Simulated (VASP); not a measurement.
# ZrBrF (Pmmm) in VASP: relaxation of cell and atoms with PBE

Aim: the relaxation of cell and atoms of ZrBrF with PBE.

Everything below comes from runs of VASP 6.6.1. Logs are shortened: lines on timing, memory, paths and dates and some standing lists are left out, and cuts for length are marked.

## (1) The cell of the first run

Symmetry: Pmmm, No. 47, orthorhombic system. The conventional cell has a = 3.808 Å, b = 3.844 Å, c = 3.963 Å, α = 90.00°, β = 90.00°, γ = 90.00°. Zr (site symmetry mmm) has 4 Br at 2.71 Å and 8 F at 3.35 Å within 3.6 Å. Br (site symmetry mmm) has 2 F at 1.98 Å within 2.6 Å. Within 2.6 Å of F (site symmetry mmm) lie 2 Br at 1.98 Å.

The cell was built from a structure type or drawn by symmetry, and may not be a known phase.

## (2) Relaxation of cell and atoms, PBE

The input, INCAR:

```
PREC = Accurate
ENCUT = 910
EDIFF = 1E-7
ISMEAR = 0
SIGMA = 0.1
LREAL = False
LASPH = True
NELM = 120
ALGO = Normal
ISIF = 3
LWAVE = False
LCHARG = False
GGA = PE
IBRION = 2
NSW = 90
EDIFFG = -0.04
GGA_COMPAT = False
NELMIN = 4
```

The input, KPOINTS:

```
Automatic mesh
0
Gamma
  4 4 4
```

The input, POSCAR:

```
ZrBrF
1.0
    3.8076942700      0.0000000000      0.0000000000
    0.0000000000      3.8442891300      0.0000000000
    0.0000000000      0.0000000000      3.9627642000
Zr Br F
1 1 1
Direct
    0.0000000000      0.0000000000      0.0000000000
    0.5000000000      0.5000000000      0.0000000000
    0.5000000000      0.5000000000      0.5000000000
```

Potentials or basis: VASP PAW PBE potentials, release 64 (Zr_sv, Br, F_h).

The run is started by

```
cat potpaw_PBE.64/Zr_sv/POTCAR potpaw_PBE.64/Br/POTCAR potpaw_PBE.64/F_h/POTCAR > POTCAR
mpirun -np 1 vasp_std > vasp.out
```

OUTCAR:

```text
PREC = Accurate
   ENCUT = 910
   EDIFF = 1E-7
   ISMEAR = 0
   LREAL = False
   LASPH = True
   NELM = 120
   ISIF = 3
   GGA = PE
   IBRION = 2
   NSW = 90
   EDIFFG = -0.04
   NELMIN = 4

 ion  position               nearest neighbor table
   1  0.000  0.000  0.000-   2 2.71   2 2.71   2 2.71   2 2.71
   2  0.500  0.500  0.000-   3 1.98   3 1.98   1 2.71   1 2.71   1 2.71   1 2.71
   3  0.500  0.500  0.500-   2 1.98   2 1.98

  LATTYP: Found a simple orthorhombic cell.
 ALAT       =     3.8076942700
 B/A-ratio  =     1.0096107664
 C/A-ratio  =     1.0407254152

  Lattice vectors:

 A1 = (   3.8076942700,   0.0000000000,   0.0000000000)
 A2 = (   0.0000000000,   3.8442891300,   0.0000000000)
 A3 = (   0.0000000000,   0.0000000000,   3.9627642000)

Analysis of symmetry for initial positions (statically):
=====================================================================
 Subroutine PRICEL returns:
 Original cell was already a primitive cell.

 Routine SETGRP: Setting up the symmetry group for a
 simple orthorhombic supercell.

 Subroutine GETGRP returns: Found  8 space group operations
 (whereof  8 operations were pure point group operations)
 out of a pool of  8 trial point group operations.

The static configuration has the point symmetry D_2h.

Analysis of symmetry for dynamics (positions and initial velocities):
=====================================================================
 Subroutine PRICEL returns:
 Original cell was already a primitive cell.

 Routine SETGRP: Setting up the symmetry group for a
 simple orthorhombic supercell.

 Subroutine GETGRP returns: Found  8 space group operations
 (whereof  8 operations were pure point group operations)
 out of a pool of  8 trial point group operations.

The dynamic configuration has the point symmetry D_2h.

 Subroutine INISYM returns: Found  8 space group operations
 (whereof  8 operations are pure point group operations),
 and found     1 'primitive' translations

----------------------------------------------------------------------------------------

                                     Primitive cell

  volume of cell :      58.0065

  direct lattice vectors                    reciprocal lattice vectors
     3.807694270  0.000000000  0.000000000     0.262626127  0.000000000  0.000000000
     0.000000000  3.844289130  0.000000000     0.000000000  0.260126116  0.000000000
     0.000000000  0.000000000  3.962764200     0.000000000  0.000000000  0.252349105

  length of vectors
     3.807694270  3.844289130  3.962764200     0.262626127  0.260126116  0.252349105

  position of ions in fractional coordinates (direct lattice)
     0.000000000  0.000000000  0.000000000
     0.500000000  0.500000000  0.000000000
     0.500000000  0.500000000  0.500000000

  ion indices of the primitive-cell ions
   primitive index   ion index
                 1           1
                 2           2
                 3           3

----------------------------------------------------------------------------------------

 KPOINTS: Automatic mesh

Automatic generation of k-mesh.
 Grid dimensions read from file:
 generate k-points for:    4    4    4

 Generating k-lattice:

  Cartesian coordinates                     Fractional coordinates (reciprocal lattice)
     0.065656532  0.000000000  0.000000000     0.250000000  0.000000000  0.000000000
     0.000000000  0.065031529  0.000000000     0.000000000  0.250000000  0.000000000
     0.000000000  0.000000000  0.063087276     0.000000000  0.000000000  0.250000000

  Length of vectors
     0.065656532  0.065031529  0.063087276

  Shift w.r.t. Gamma in fractional coordinates (k-lattice)
     0.000000000  0.000000000  0.000000000

 Subroutine IBZKPT returns following result:
 ===========================================

 Found     27 irreducible k-points:

 Following reciprocal coordinates:
            Coordinates               Weight
  0.000000  0.000000  0.000000      1.000000
  0.250000  0.000000  0.000000      2.000000
  0.500000  0.000000  0.000000      1.000000
  0.000000  0.250000  0.000000      2.000000
  0.250000  0.250000  0.000000      4.000000
  0.500000  0.250000  0.000000      2.000000
[... 16 lines left out ...]
  0.250000  0.250000  0.500000      4.000000
  0.500000  0.250000  0.500000      2.000000
 [... further k-points ...]
   k-points           NKPTS =     27   k-points in BZ     NKDIM =     27   number of bands    NBANDS=     17
   number of dos      NEDOS =    301   number of ions     NIONS =      3
   total plane-waves  NPLWV =  64000
   dimension x,y,z NGX =    40 NGY =   40 NGZ =   40
   dimension x,y,z NGXF=    80 NGYF=   80 NGZF=   80
   ions per type =               1   1   1
   NGX,Y,Z   is equivalent  to a cutoff of  17.46, 17.30, 16.78 a.u.
   NGXF,Y,Z  is equivalent  to a cutoff of  34.93, 34.60, 33.56 a.u.
 SYSTEM =  unknown system
   PREC   = accura    normal or accurate (medium, high low for compatibility)
   ISTART =      0    job   : 0-new  1-cont  2-samecut
   ICHARG =      2    charge: 1-file 2-atom 10-const
   ISPIN  =      1    spin polarized calculation?
   LNONCOLLINEAR =      F non collinear calculations
   LSORBIT =      F    spin-orbit coupling
   LASPH  =      T    aspherical Exc in radial PAW
   ENCUT  =  910.0 eV  66.88 Ry    8.18 a.u.   9.37  9.46  9.75*2*pi/ulx,y,z
   NELM   =    120;   NELMIN=  4; NELMDL= -5     # of ELM steps
   EDIFF  = 0.1E-06   stopping-criterion for ELM
   LREAL  =      F    real-space projection
   EDIFFG = -.4E-01   stopping-criterion for IOM
   NSW    =     90    number of steps for IOM
   IBRION =      2    ionic relax: 0-MD 1-quasi-New 2-CG
   NFREE  =      1    steps in history (QN), initial steepest desc. (CG)
   ISIF   =      3    stress and relaxation
   ISYM   =      2    0-nonsym 1-usesym 2-fastsym
   POTIM  = 0.5000    time-step for ionic-motion
   TEBEG  =    0.0;   TEEND  =   0.0 temperature during run
   PSTRESS=    0.0 pullay stress
   NELECT =      26.0000    total number of electrons
   NUPDOWN=      -1.0000    fix difference up-down
   EMIN   =  10.00;   EMAX   =-10.00  energy-range for DOS
   EFERMI =   0.00;   METHOD = LEGACY
   ISMEAR =     0;   SIGMA  =   0.10  broadening in eV -4-tet -1-fermi 0-gaus
   EFERMI_NEDOS =   21; number of points for ismear=-14 and -15
   IALGO  =     38    algorithm
   IMIX   =      4    mixing-type and parameters
     AMIX     =   0.40;   BMIX     =  1.00
     AMIX_MAG =   1.60;   BMIX_MAG =  1.00
  volume/ion in A,a.u.               =      19.34       130.48
  Fermi-wavevector in a.u.,A,eV,Ry     =   1.252873  2.367587 21.356951  1.569692
  Thomas-Fermi vector in A             =   2.386753
   LORBIT       =      0    0 simple, 1 ext, 2 COOP (PROOUT), +10 PAW based schemes
   GGA     = PE    functional components
   LHFCALC =     F    Hartree Fock is set to
   AEXX    =    0.0000 exact exchange contribution
   IVDW    =     0    specifies the selected vdW correction
   LEPSILON=     F    determine dielectric tensor
   LRPA    =     F    only Hartree local field effects (RPA)
 conjugate gradient relaxation of ions
 non-spin polarized calculation
 Gauss-broadening in eV      SIGMA  =   0.10
  energy-cutoff  :      910.00
  volume of cell :       58.01
 maximum number of plane-waves:      3639
 NGX is ok and might be reduce to    40
   NGX = 19   NGY = 19   NGZ = 19

--------------------------------------- Ionic step        1  -------------------------------------------

 number of electron      25.9999998 magnetization

 Free energy of the ion-electron system (eV)
  ---------------------------------------------------
  ext. energy  EPLUGINS =         0.00000000
  ---------------------------------------------------
  free energy    TOTEN  =       -10.91766748 eV

  energy without entropy =      -10.88082015  energy(sigma->0) =      -10.89924381

 E-fermi :   7.1857     XC(G=0): -10.0603

 val. band max:        7.1758026880   @ k =   0.5000   0.2500   0.5000
 cond. band min:       7.1862408596   @ k =   0.2500   0.2500   0.0000
 fundamental gap:      0.0104381717
 Fermi energy:         7.1856576683

 k-point     1 :       0.0000    0.0000    0.0000
  band No.  band energies     occupation
      1     -42.9775      2.00000
      2     -21.0747      2.00000
      3     -21.0615      2.00000
      4     -20.9201      2.00000
      5     -18.5405      2.00000
      6     -10.4695      2.00000
[... 9 lines left out ...]
     16       8.0948      0.00000
     17       8.5349      0.00000
[... 443 lines left out ...]
      1     -42.9658      2.00000
      2     -21.1972      2.00000
      3     -21.1066      2.00000
      4     -20.9587      2.00000
      5     -18.2161      2.00000
      6     -11.7282      2.00000
[... 9 lines left out ...]
     16       9.1829      0.00000
     17       9.5731      0.00000

 [... further k-points ...]

------------------------ aborting loop because EDIFF is reached ----------------------------------------

  FORCE on cell =-STRESS in cart. coord.  units (eV):
  Direction    XX          YY          ZZ          XY          YZ          ZX
  --------------------------------------------------------------------------------------
  -------------------------------------------------------------------------------------
  Total        0.0502612      0.1992829     16.9525963      0.0000000      0.0000000      0.0000000
  in kB        1.3882480      5.5043276    468.2420990      0.0000000      0.0000000      0.0000000
  external PRESSURE =     158.3782249 kB  Pullay stress =       0.0000000 kB
[... 244 lines left out ...]
  energy  without entropy=      -12.9187025866  energy(sigma->0) =      -12.92648293

--------------------------------------- Ionic step        8  -------------------------------------------

 number of electron      26.0000010 magnetization

 Free energy of the ion-electron system (eV)
  ---------------------------------------------------
  ext. energy  EPLUGINS =         0.00000000
  ---------------------------------------------------
  free energy    TOTEN  =       -12.93559514 eV

  energy without entropy =      -12.92019593  energy(sigma->0) =      -12.92789553

 E-fermi :   5.1137     XC(G=0):  -9.0813

 val. band max:        5.1136004678   @ k =   0.5000   0.2500   0.5000
 cond. band min:       5.1215736091   @ k =   0.0000   0.2500   0.0000
 fundamental gap:      0.0079731413
 Fermi energy:         5.1137461251

 k-point     1 :       0.0000    0.0000    0.0000
  band No.  band energies     occupation
      1     -45.2648      2.00000
      2     -23.3405      2.00000
      3     -23.3300      2.00000
      4     -23.3251      2.00000
      5     -16.6048      2.00000
      6     -13.1989      2.00000
[... 9 lines left out ...]
     16       5.6264      0.00000
     17       5.6788      0.00000
[... 443 lines left out ...]
      1     -45.2481      2.00000
      2     -23.5421      2.00000
      3     -23.3986      2.00000
      4     -23.3096      2.00000
      5     -16.4825      2.00000
      6     -12.8433      2.00000
[... 9 lines left out ...]
     16       6.7780      0.00000
     17       7.8508      0.00000

 [... further k-points ...]

------------------------ aborting loop because EDIFF is reached ----------------------------------------

  FORCE on cell =-STRESS in cart. coord.  units (eV):
  Direction    XX          YY          ZZ          XY          YZ          ZX
  --------------------------------------------------------------------------------------
  -------------------------------------------------------------------------------------
  Total        0.0698074     -0.0887744      0.0186538     -0.0000000      0.0000000      0.0000000
  in kB        1.6670582     -2.1200052      0.4454690     -0.0000000      0.0000000      0.0000000
  external PRESSURE =      -0.0024927 kB  Pullay stress =       0.0000000 kB
[... 18 lines left out ...]
  FREE ENERGIE OF THE ION-ELECTRON SYSTEM (eV)
  ---------------------------------------------------
  free  energy   TOTEN  =       -12.9355951414 eV

  energy  without entropy=      -12.9201959270  energy(sigma->0) =      -12.92789553

 reached required accuracy - stopping structural energy minimisation
```

Run time: 4.5 min. Hardware: 1 thread of Intel Xeon 6975P-C (Granite Rapids), shared host; peak memory 0.3 GiB.

Results:

```
Free energy                           : -12.9356 eV
Relaxed volume                        : 22.36 Å³/atom
Relaxed cell                          : a = 3.659 Å, b = 3.687 Å, c = 4.974 Å, α = 90.00°, β = 90.00°, γ = 90.00°
Space group after relaxing (to 0.1 Å) : P4/mmm (No. 123)
Energy gained by relaxing             : 672.6 meV/atom
Ionic steps                           : 8
Pressure after relaxing               : 0.0 GPa
Band gap on the k mesh                : zero (bands 13 and 14 overlap by 1.52 eV)
```

The path:
```
step  energy change (eV)  largest force (eV/Å)  pressure (GPa)  volume (Å³)
   1              0.0000                0.0000           15.84        58.01
   2             -1.8233                0.0000           -7.00        74.12
   3             -1.8364                0.0000           -5.21        72.14
   4             -1.8389                0.0000           -5.74        72.71
   5             -1.9387                0.0000            2.29        65.87
   6             -2.0085                0.0000           -1.47        68.36
   7             -2.0166                0.0000            0.58        66.62
   8             -2.0179                0.0000            0.00        67.09
```

Final structure:
```
CELL_PARAMETERS angstrom
3.65872 0.00000 0.00000
0.00000 3.68661 0.00000
0.00000 0.00000 4.97398
ATOMIC_POSITIONS crystal
Zr 0.00000 0.00000 0.00000
Br 0.50000 0.50000 0.00000
F 0.50000 0.50000 0.50000
```

Levels at points of the mesh, in eV from the Fermi level:
```
           k point  band 9  band 10  band 11  band 12  band 13  band 14  band 15  band 16  band 17
(0.00, 0.00, 0.00)   -5.47    -2.99    -2.77    -2.75    -0.90    -0.58    -0.54     0.51     0.57
(0.50, 0.00, 0.00)   -6.95    -3.49    -2.79    -1.32     0.53     0.90     1.31     1.69     3.22
(0.00, 0.50, 0.00)   -6.96    -3.49    -2.77    -1.32     0.50     0.93     1.17     1.73     3.25
(0.50, 0.50, 0.00)   -6.38    -3.13    -3.12    -0.98    -0.95    -0.70     0.36     1.95     1.97
(0.00, 0.00, 0.50)   -5.27    -3.41    -3.04    -3.02    -2.97    -0.53     0.62     0.67     0.86
(0.50, 0.00, 0.50)   -5.51    -3.65    -3.21    -2.92     0.81     0.82     1.30     1.40     3.29
(0.00, 0.50, 0.50)   -5.52    -3.65    -3.22    -2.90     0.76     0.85     1.29     1.35     3.25
(0.50, 0.50, 0.50)   -4.55    -3.69    -3.69    -3.18    -0.51    -0.49     0.83     2.00     2.02
```

Caveat: the k points lie up to 0.43 Å⁻¹ apart in the final cell, too coarse for converged energies and pressures of a metal; the cutoff is under 1.25 times the usual one of these potentials, so pressure, stress and relaxed cells hold a basis-set (Pulay) error; the volume moved by over 15 % at a fixed basis, so the end points are rough.
